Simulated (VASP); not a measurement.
# InAs: single point with PBE

InAs:

```
In As
1.0
     0.00000   -3.09338   -3.09338
     0.00000    3.09338   -3.09338
     6.18676    0.00000    0.00000
In As
2 2
Direct
  0.50000 0.50000 0.50000
  0.00000 0.00000 0.00000
  0.00000 0.50000 0.25000
  0.50000 0.00000 0.75000
```

| Property | Result |
| --- | --- |
| Program | VASP 6.6.1 |
| Task | single point |
| Functional | PBE |
| Potentials or basis | VASP PAW PBE potentials, release 64 (In_d, As) |
| Cutoff | 520 eV |
| k mesh | 8 × 8 × 6 |
| Occupations | gaussian, width 0.15 eV |
| Spin | no spin polarisation |

* Pressure: 0.0 GPa
* Band gap on the k mesh: zero (filled and empty bands touch)

Levels at points of the mesh, in eV from the Fermi level:
| k point | band 16 | band 17 | band 18 | band 19 | band 20 | band 21 |
| --- | --- | --- | --- | --- | --- | --- |
| (0.00, 0.00, 0.00) | -0.63 | -0.09 | -0.09 | -0.09 | 1.56 | 1.95 |
| (0.50, 0.00, 0.00) | -2.65 | -1.03 | -1.03 | 2.33 | 2.33 | 4.81 |
| (0.50, 0.50, 0.00) | -2.19 | -2.19 | -2.19 | 1.56 | 1.56 | 1.95 |
| (0.00, 0.00, 0.50) | -1.37 | -1.37 | -1.37 | 2.20 | 2.20 | 2.50 |
| (0.50, 0.00, 0.50) | -0.98 | -0.98 | -0.98 | 0.72 | 0.72 | 4.54 |
| (0.50, 0.50, 0.50) | -2.77 | -2.67 | -2.67 | 3.82 | 3.82 | 4.17 |

Wall time 4.1 min on 1 thread of Intel Xeon 8259CL, on a shared host, peak memory 0.34 GiB.

Caveat: semilocal functionals underestimate gaps, so a narrow gap can read as zero; spin-orbit coupling is left out, which moves the levels of the heavy elements.
